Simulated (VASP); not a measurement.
# Te (P6_3/mmc) in VASP: further runs

Te is run at these levels: PBE; tasks: relaxation of cell and atoms.

All numbers are computed with VASP 6.6.1; they aren't measurements. Logs are shortened: lines on timing, memory, paths and dates and some standing lists are left out, and cuts for length are marked.

### Step 1. The cell of the first run

Symmetry: P6_3/mmc, No. 194, hexagonal system. The conventional cell has a = 2.741 Å, b = 2.741 Å, c = 4.360 Å, α = 90.00°, β = 90.00°, γ = 120.00°. Within 3.6 Å of Te (site symmetry -6m2) lie 12 Te at 2.69 to 2.74 Å.

This isn't the form of Te at room conditions, which is trigonal, of chains.

### Step 2. Relaxation of cell and atoms, PBE, target pressure 190 GPa, at which the enthalpy is minimised

File INCAR:

```
ALGO = Normal ; EDIFF = 1E-6
EDIFFG = -0.005 ; ENCUT = 600
GGA = PE ; IBRION = 2
ISIF = 3 ; ISMEAR = -1
LASPH = T ; LCHARG = F
LREAL = F ; LWAVE = F
NELM = 100 ; NSW = 32
PREC = Accurate ; PSTRESS = 1900.0
SIGMA = 0.1
```

File KPOINTS:

```
k-points
0
Gamma
  16 16 9
```

File POSCAR:

```
Te
1.0
    2.7413514494      0.0000000000      0.0000000000
   -1.3706757247      2.3740799959      0.0000000000
    0.0000000000      0.0000000000      4.3602018888
Te
2
Direct
    0.3333333333      0.6666666667      0.2500000000
    0.6666666667      0.3333333333      0.7500000000
```

Potentials or basis: VASP PAW PBE potentials, release 64 (Te).

Command:

```
$ cat potpaw_PBE.64/Te/POTCAR > POTCAR
$ mpirun -np 1 vasp_std > vasp.out
```

OUTCAR:

```text
EDIFF = 1E-6
   EDIFFG = -0.005
   ENCUT = 600
   GGA = PE
   IBRION = 2
   ISIF = 3
   ISMEAR = -1
   LASPH = T
   LREAL = F
   NELM = 100
   NSW = 32
   PREC = Accurate
   PSTRESS = 1900.0

 ion  position               nearest neighbor table
   1  0.333  0.667  0.250-   2 2.69   2 2.69   2 2.69   2 2.69   2 2.69   2 2.69
   2  0.667  0.333  0.750-   1 2.69   1 2.69   1 2.69   1 2.69   1 2.69   1 2.69

  LATTYP: Found a hexagonal cell.
 ALAT       =     2.7413514494
 C/A-ratio  =     1.5905300613

  Lattice vectors:

 A1 = (   2.7413514494,   0.0000000000,   0.0000000000)
 A2 = (  -1.3706757247,   2.3740799959,   0.0000000000)
 A3 = (   0.0000000000,   0.0000000000,   4.3602018888)

Analysis of symmetry for initial positions (statically):
=====================================================================
 Subroutine PRICEL returns:
 Original cell was already a primitive cell.

 Routine SETGRP: Setting up the symmetry group for a
 hexagonal supercell.

 Subroutine GETGRP returns: Found 24 space group operations
 (whereof 12 operations were pure point group operations)
 out of a pool of 24 trial point group operations.

The static configuration has the point symmetry D_3d.
 The point group associated with its full space group is D_6h.

Analysis of symmetry for dynamics (positions and initial velocities):
=====================================================================
 Subroutine PRICEL returns:
 Original cell was already a primitive cell.

 Routine SETGRP: Setting up the symmetry group for a
 hexagonal supercell.

 Subroutine GETGRP returns: Found 24 space group operations
 (whereof 12 operations were pure point group operations)
 out of a pool of 24 trial point group operations.

The dynamic configuration has the point symmetry D_3d.
 The point group associated with its full space group is D_6h.

 Subroutine INISYM returns: Found 24 space group operations
 (whereof 12 operations are pure point group operations),
 and found     1 'primitive' translations

----------------------------------------------------------------------------------------

                                     Primitive cell

  volume of cell :      28.3770

  direct lattice vectors                    reciprocal lattice vectors
     2.741351449  0.000000000  0.000000000     0.364783582  0.210607899  0.000000000
    -1.370675725  2.374079996  0.000000000     0.000000000  0.421215798  0.000000000
     0.000000000  0.000000000  4.360201889     0.000000000  0.000000000  0.229347178

  length of vectors
     2.741351449  2.741351449  4.360201889     0.421215798  0.421215798  0.229347178

  position of ions in fractional coordinates (direct lattice)
     0.333333333  0.666666667  0.250000000
     0.666666667  0.333333333  0.750000000

  ion indices of the primitive-cell ions
   primitive index   ion index
                 1           1
                 2           2

----------------------------------------------------------------------------------------

 KPOINTS: k-points

Automatic generation of k-mesh.
 Grid dimensions read from file:
 generate k-points for:   16   16    9

 Generating k-lattice:

  Cartesian coordinates                     Fractional coordinates (reciprocal lattice)
     0.022798974  0.013162994  0.000000000     0.062500000  0.000000000  0.000000000
     0.000000000  0.026325987  0.000000000     0.000000000  0.062500000  0.000000000
     0.000000000  0.000000000  0.025483020     0.000000000  0.000000000  0.111111111

  Length of vectors
     0.026325987  0.026325987  0.025483020

  Shift w.r.t. Gamma in fractional coordinates (k-lattice)
     0.000000000  0.000000000  0.000000000

 Subroutine IBZKPT returns following result:
 ===========================================

 Found    150 irreducible k-points:

 Following reciprocal coordinates:
            Coordinates               Weight
  0.000000  0.000000  0.000000      1.000000
  0.062500  0.000000  0.000000      6.000000
  0.125000  0.000000  0.000000      6.000000
  0.187500  0.000000  0.000000      6.000000
  0.250000  0.000000  0.000000      6.000000
  0.312500  0.000000  0.000000      6.000000
[... 16 lines left out ...]
  0.187500  0.187500  0.000000      6.000000
  0.250000  0.187500  0.000000     12.000000
 [... further k-points ...]
   k-points           NKPTS =    150   k-points in BZ     NKDIM =    150   number of bands    NBANDS=     10
   number of dos      NEDOS =    301   number of ions     NIONS =      2
   total plane-waves  NPLWV =  20736
   dimension x,y,z NGX =    24 NGY =   24 NGZ =   36
   dimension x,y,z NGXF=    48 NGYF=   48 NGZF=   72
   ions per type =               2
   NGX,Y,Z   is equivalent  to a cutoff of  14.55, 14.55, 13.73 a.u.
   NGXF,Y,Z  is equivalent  to a cutoff of  29.11, 29.11, 27.45 a.u.
 SYSTEM =  unknown system
   PREC   = accura    normal or accurate (medium, high low for compatibility)
   ISTART =      0    job   : 0-new  1-cont  2-samecut
   ICHARG =      2    charge: 1-file 2-atom 10-const
   ISPIN  =      1    spin polarized calculation?
   LNONCOLLINEAR =      F non collinear calculations
   LSORBIT =      F    spin-orbit coupling
   LASPH  =      T    aspherical Exc in radial PAW
   ENCUT  =  600.0 eV  44.10 Ry    6.64 a.u.   5.48  5.48  8.71*2*pi/ulx,y,z
   NELM   =    100;   NELMIN=  2; NELMDL= -5     # of ELM steps
   EDIFF  = 0.1E-05   stopping-criterion for ELM
   LREAL  =      F    real-space projection
   EDIFFG = -.5E-02   stopping-criterion for IOM
   NSW    =     32    number of steps for IOM
   IBRION =      2    ionic relax: 0-MD 1-quasi-New 2-CG
   NFREE  =      1    steps in history (QN), initial steepest desc. (CG)
   ISIF   =      3    stress and relaxation
   ISYM   =      2    0-nonsym 1-usesym 2-fastsym
   POTIM  = 0.5000    time-step for ionic-motion
   TEBEG  =    0.0;   TEEND  =   0.0 temperature during run
   PSTRESS= 1900.0 pullay stress
   NELECT =      12.0000    total number of electrons
   NUPDOWN=      -1.0000    fix difference up-down
   EMIN   =  10.00;   EMAX   =-10.00  energy-range for DOS
   EFERMI =   0.00;   METHOD = LEGACY
   ISMEAR =    -1;   SIGMA  =   0.10  broadening in eV -4-tet -1-fermi 0-gaus
   EFERMI_NEDOS =   21; number of points for ismear=-14 and -15
   IALGO  =     38    algorithm
   IMIX   =      4    mixing-type and parameters
     AMIX     =   0.40;   BMIX     =  1.00
     AMIX_MAG =   1.60;   BMIX_MAG =  1.00
  volume/ion in A,a.u.               =      14.19        95.75
  Fermi-wavevector in a.u.,A,eV,Ry     =   1.228796  2.322087 20.543966  1.509939
  Thomas-Fermi vector in A             =   2.363708
   LORBIT       =      0    0 simple, 1 ext, 2 COOP (PROOUT), +10 PAW based schemes
   GGA     = PE    functional components
   LHFCALC =     F    Hartree Fock is set to
   AEXX    =    0.0000 exact exchange contribution
   IVDW    =     0    specifies the selected vdW correction
   LEPSILON=     F    determine dielectric tensor
   LRPA    =     F    only Hartree local field effects (RPA)
 conjugate gradient relaxation of ions
 non-spin polarized calculation
  energy-cutoff  :      600.00
  volume of cell :       28.38
 maximum number of plane-waves:       973
 NGX is ok and might be reduce to    24
   NGX = 11   NGY = 11   NGZ = 17

--------------------------------------- Ionic step        1  -------------------------------------------

 number of electron      12.0000000 magnetization

 Free energy of the ion-electron system (eV)
  ---------------------------------------------------
  ext. energy  EPLUGINS =         0.00000000
  ---------------------------------------------------
  free energy    TOTEN  =         3.30090514 eV

  energy without entropy =        3.33099661  energy(sigma->0) =        3.31595087

------------------------ aborting loop because EDIFF is reached ----------------------------------------

  FORCE on cell =-STRESS in cart. coord.  units (eV):
  Direction    XX          YY          ZZ          XY          YZ          ZX
  --------------------------------------------------------------------------------------
  -------------------------------------------------------------------------------------
  Total       34.0059537     34.0059537     34.0428247     -0.0000000      0.0000000      0.0000000
  in kB     1919.9896058   1919.9896059   1922.0713553     -0.0000000      0.0000000      0.0000000
  external PRESSURE =      20.6835223 kB  Pullay stress =    1900.0000000 kB
[... 61 lines left out ...]
  enthalpy is  TOTEN    =        36.9876361593 eV   P V=       34.5519028529

--------------------------------------- Ionic step        3  -------------------------------------------

 number of electron      12.0000000 magnetization

 Free energy of the ion-electron system (eV)
  ---------------------------------------------------
  ext. energy  EPLUGINS =         0.00000000
  ---------------------------------------------------
  free energy    TOTEN  =         3.20369275 eV

  energy without entropy =        3.23379644  energy(sigma->0) =        3.21874460

 E-fermi :  21.0439     XC(G=0): -13.4181

 val. band max:       21.0437416128   @ k =   0.3750   0.0000   0.4444
 cond. band min:      21.0439260910   @ k =   0.3750   0.1875   0.0000
 fundamental gap:      0.0001844783
 Fermi energy:        21.0438775293

 k-point     1 :       0.0000    0.0000    0.0000
  band No.  band energies     occupation
      1      -1.1210      2.00000
      2       7.1530      2.00000
      3       8.1529      2.00000
      4      24.8441      0.00000
      5      24.8441      0.00000
      6      27.7628      0.00000
      7      27.7628      0.00000
      8      28.3835      0.00000
      9      29.0259      0.00000
     10      30.0699      0.00000
[... 287 lines left out ...]
 k-point    24 :       0.2500    0.1875    0.0000
  band No.  band energies     occupation
      1       3.0806      2.00000
      2      10.7998      2.00000
      3      12.4186      2.00000
      4      12.4190      2.00000
      5      14.4140      2.00000
      6      20.0553      1.99990
      7      20.9471      1.44941
      8      21.7808      0.00126
      9      24.2225      0.00000
     10      29.8044      0.00000

 [... further k-points ...]

------------------------ aborting loop because EDIFF is reached ----------------------------------------

  FORCE on cell =-STRESS in cart. coord.  units (eV):
  Direction    XX          YY          ZZ          XY          YZ          ZX
  --------------------------------------------------------------------------------------
  -------------------------------------------------------------------------------------
  Total       33.7403919     33.7403919     33.7582873      0.0000000      0.0000000      0.0000000
  in kB     1899.5372280   1899.5372281   1900.5447147      0.0000000      0.0000000      0.0000000
  external PRESSURE =      -0.1269430 kB  Pullay stress =    1900.0000000 kB
[... 17 lines left out ...]
  FREE ENERGIE OF THE ION-ELECTRON SYSTEM (eV)
  ---------------------------------------------------
  free  energy   TOTEN  =         3.2036927538 eV

  energy  without entropy=        3.2337964402  energy(sigma->0) =        3.21874460

  enthalpy is  TOTEN    =        36.9523045792 eV   P V=       33.7486118255

 reached required accuracy - stopping structural energy minimisation
```

Run time: 37 s. Hardware: 1 thread of Intel Xeon Platinum 8559C (Emerald Rapids), shared host; peak memory 0.2 GiB.

Results:

```
Free energy                                                : 3.2037 eV
Relaxed volume                                             : 14.23 Å³/atom
Relaxed cell                                               : a = 2.744 Å, b = 2.744 Å, c = 4.365 Å, α = 90.00°, β = 90.00°, γ = 120.00°
Space group after relaxing (to 0.1 Å)                      : P6_3/mmc (No. 194)
Energy change on relaxing (the run minimises the enthalpy) : -48.6 meV/atom
Ionic steps                                                : 3
Pressure after relaxing                                    : 190.0 GPa
Band gap on the k mesh                                     : zero (bands 6 and 7 overlap by 10.45 eV)
```

Step by step:
| step | energy change (eV) | largest force (eV/Å) | pressure (GPa) | volume (Å³) |
| --- | --- | --- | --- | --- |
| 1 | 0.0000 | 0.0000 | 192.07 | 28.38 |
| 2 | -0.8652 | 0.0000 | 173.64 | 29.14 |
| 3 | -0.0972 | 0.0000 | 189.99 | 28.46 |

Final structure:
```xyz
2
Lattice="2.7439 0.0000 0.0000 -1.3719 2.3763 0.0000 0.0000 0.0000 4.3647" Properties=species:S:1:pos:R:3 pbc="T T T"
Te    0.0000    1.5842    1.0912
Te    1.3719    0.7921    3.2735
```

Levels at points of the mesh, in eV from the Fermi level:
```csv
k point,band 2,band 3,band 4,band 5,band 6,band 7,band 8,band 9,band 10
"(0.00, 0.00, 0.00)",-13.89,-12.89,3.80,3.80,6.72,6.72,7.34,7.98,9.03
"(0.50, 0.00, 0.00)",-14.18,-6.96,-6.91,-6.86,-3.69,-2.46,2.65,4.53,6.73
```

Caveat: the cell is relaxed towards a set pressure, so the run minimises the enthalpy, not the energy; spin-orbit coupling is left out, which moves the levels of the heavy elements.

(Continued in part 2 of 2.)
